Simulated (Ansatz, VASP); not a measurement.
## Rh: VASP beside Ansatz

File INCAR:

```
PREC = Accurate
ENCUT = 520
EDIFF = 1E-7
ISMEAR = 0
SIGMA = 0.15
LREAL = F
LASPH = T
NELM = 60
ALGO = Fast
ISIF = 2
LWAVE = F
LCHARG = T
GGA = PE
LELF = T
LVHAR = T
NBANDS = 22
```

The input KPOINTS:

```
Automatic mesh
0
Gamma
  22 22 16
```

The input POSCAR:

```
Rh
1.0
    0.0000000000     -1.9149654119     -1.9149654119
    0.0000000000      1.9149654119     -1.9149654119
    3.8299308238      0.0000000000      0.0000000000
Rh
2
Direct
    0.5000000000      0.5000000000      0.5000000000
    0.0000000000      0.0000000000      0.0000000000
```

Input for Ansatz:

```yaml
crystal:
  lattice:
    - [0.0, -1.9149654119, -1.9149654119]
    - [0.0, 1.9149654119, -1.9149654119]
    - [3.8299308238, 0.0, 0.0]
  atoms:
    - { symbol: Rh, position: [0.5, 0.5, 0.5] }
    - { symbol: Rh, position: [0.0, 0.0, 0.0] }
basis:
  ecutwfc: 420
kpoints:
  mp_grid: { grid: [22, 22, 16] }
hamiltonian:
  xc: pbe
scf:
  occupations: { method: gaussian, width: 0.15 }
output:
  forces: true
  stress: true
  eigenvalues: true
  write_density: true
  write_potential: true
  elf: true
  volumetric_format: npy
```

Alike in both runs: task single point; functional PBE; k mesh 22 × 22 × 16; occupations gaussian, width 0.15 eV; no spin polarisation.

```csv
,VASP,Ansatz
version,VASP 6.6.1,Ansatz 0.2.0
potentials or method,"VASP PAW PBE potentials, release 64 (Rh_pv), cutoff 520 eV","scalar-relativistic, plane waves, PAW"
valence electrons in the cell,30,34
```

```tsv
	VASP	Ansatz	Ansatz less VASP
gap on the k mesh at the Fermi level (eV)	none	none	-
pressure (GPa)	0.1	0.1	-0.05
```

A gap of «none» marks a metal or a gap that the smearing closes. VASP's potentials hold 30 valence electrons a cell and Ansatz's 34, so a difference there can come from the potentials and not from the codes.
